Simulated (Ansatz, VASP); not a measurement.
One calculation of Zr2Pd2Se, two programs

```
Zr Pd Se
1.0
     4.96538    0.00000    0.00000
    -2.48269    4.30015    0.00000
     0.00000    0.00000    5.15445
Zr Pd Se
2 2 1
Cartesian
  0.0000 2.8668 2.5772
  2.4827 1.4334 2.5772
  0.0000 2.8668 0.0000
  2.4827 1.4334 0.0000
  0.0000 0.0000 2.5772
```

Alike in both runs: functional PBE; k mesh 6 × 6 × 4; occupations gaussian, width 0.1 eV; no spin polarisation.

Ansatz relaxed the structure, and its values are those at the end. VASP's run is a single point on that final structure, the one shown.

|  | VASP | Ansatz |
| --- | --- | --- |
| version | VASP 6.6.1 | Ansatz 0.2.0 |
| potentials or method | VASP PAW PBE potentials, release 64 (Zr_sv, Pd, Se), cutoff 520 eV | scalar-relativistic, plane waves, PAW |
| valence electrons in the cell | 50 | 76 |

Ansatz gave:

* gap on the k mesh at the Fermi level (eV): none
* pressure (GPa): 0.0

What did VASP give for the same quantities?

gap on the k mesh at the Fermi level (eV): none; pressure (GPa): 0.1.

A gap of «none» marks a metal or a gap that the smearing closes. VASP's potentials hold 50 valence electrons a cell and Ansatz's 76, so a difference there can come from the potentials and not from the codes.
